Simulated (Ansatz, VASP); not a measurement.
**Two plane-wave programs on Cs**

```
Cs
1.0
     0.00000    5.60356    5.60356
     5.60356    0.00000    5.60356
     5.60356    5.60356    0.00000
Cs
2
Direct
  0.12500 0.12500 0.12500
  0.87500 0.87500 0.87500
```

Alike in both runs: task single point; functional PBEsol; k mesh 6 × 6 × 6; occupations fermi-dirac, width 0.1 eV; no spin polarisation.

```csv
,VASP,Ansatz
version,VASP 6.6.1,Ansatz 0.2.0
potentials or method,"VASP PAW PBE potentials, release 64 (Cs_sv), cutoff 520 eV","plane waves (420 eV) with PAW, scalar-relativistic"
valence electrons in the cell,18,18
```

|  | VASP | Ansatz | Ansatz less VASP |
| --- | --- | --- | --- |
| pressure (GPa) | 0.0 | 0.0 | 0.00 |

VASP's potentials were made for PBE, not for PBEsol, and Ansatz warns of the same on its side.

Spin-orbit coupling is off throughout.
